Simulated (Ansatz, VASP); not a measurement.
# Sb: VASP beside Ansatz

```xyz
2
Lattice="3.3545 0.0000 0.0000 -1.6773 2.9051 0.0000 0.0000 0.0000 5.4702" Properties=species:S:1:pos:R:3 pbc="T T T"
Sb    1.6773    0.9684    4.1026
Sb    0.0000    1.9367    1.3675
```

Alike in both runs: functional r2SCAN0; k mesh 5 × 5 × 3; occupations fermi-dirac, width 0.05 eV; no spin polarisation.

|  | VASP | Ansatz |
| --- | --- | --- |
| version | VASP 6.6.1 | Ansatz 0.2.0 |
| potentials or method | VASP PAW PBE potentials, release 64 (Sb) | Ansatz PAW |
| plane-wave cutoff (eV) | 520 | 500 |
| valence electrons in the cell | 10 | 30 |
| task | single point | projected density of states |

|  | VASP | Ansatz | Ansatz less VASP |
| --- | --- | --- | --- |
| gap on the k mesh at the Fermi level (eV) | none | none | - |
| pressure (GPa) | -3.6 | -2.4 | +1.22 |
| traceless stress, the component that is largest in VASP (GPa) | 4.06 | 4.13 | +0.075 |

VASP's potentials were made for PBE, not for r2SCAN0. A gap of «none» marks a metal or a gap that the smearing closes. VASP's potentials hold 10 valence electrons a cell and Ansatz's 30, so a difference there can come from the potentials and not from the codes.

The k mesh is coarse, so the values compare programs but aren't converged. Spin-orbit coupling is off throughout.
